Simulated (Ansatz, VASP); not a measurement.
Hf in VASP and in Ansatz

Contents of INCAR:

```
SYSTEM = Hf
PREC = Accurate
ENCUT = 520
EDIFF = 1E-7
ISMEAR = 0
SIGMA = 0.15
LREAL = .FALSE.
LASPH = .TRUE.
NELM = 100
ALGO = Fast
ISIF = 2
LWAVE = .FALSE.
LCHARG = .TRUE.
GGA = PE
LELF = .TRUE.
LVHAR = .TRUE.
NBANDS = 17
```

Contents of KPOINTS:

```
regular mesh
0
G
  18 18 10
  0 0 0
```

File POSCAR:

```
Hf
1.0
    3.1966985242      0.0000000000      0.0000000000
   -1.5983492621      2.7684221302      0.0000000000
    0.0000000000      0.0000000000      5.0578000000
Hf
2
Direct
    0.3739701996      0.7479403993      0.2500000000
    0.6666666667      0.3333333333      0.7500000000
```

Input for Ansatz:

```yaml
crystal:
  lattice:
    - [3.1966985242, 0.0, 0.0]
    - [-1.5983492621, 2.7684221302, 0.0]
    - [0.0, 0.0, 5.0578]
  atoms:
    - { symbol: Hf, position: [0.3739701996, 0.7479403993, 0.25] }
    - { symbol: Hf, position: [0.6666666667, 0.3333333333, 0.75] }
basis:
  ecutwfc: 420
kpoints:
  mp_grid: { grid: [18, 18, 10] }
hamiltonian:
  xc: pbe
scf:
  occupations: { method: gaussian, width: 0.15 }
output:
  forces: true
  stress: true
  eigenvalues: true
```

Alike in both runs: task single point; functional PBE; k mesh 18 × 18 × 10; occupations gaussian, width 0.15 eV; no spin polarisation.

```csv
,VASP,Ansatz
version,VASP 6.6.1,Ansatz 0.2.0
potentials or method,"VASP PAW PBE potentials, release 64 (Hf_pv), cutoff 520 eV","scalar-relativistic, plane waves, PAW"
valence electrons in the cell,20,52
```

|  | VASP | Ansatz | Ansatz less VASP |
| --- | --- | --- | --- |
| gap on the k mesh at the Fermi level (eV) | none | none | - |
| pressure (GPa) | 0.2 | 0.6 | +0.43 |
| traceless stress, the component that is largest in VASP (GPa) | -2.65 | -2.71 | -0.066 |
| rms of the force components (eV/Å) | 0.275 | 0.275 | -0.0003 |

Atom by atom the forces differ by 0.000 eV/Å (rms over components). A gap of «none» marks a metal or a gap that the smearing closes. VASP's potentials hold 20 valence electrons a cell and Ansatz's 52, so a difference there can come from the potentials and not from the codes.

Spin-orbit coupling is off throughout.
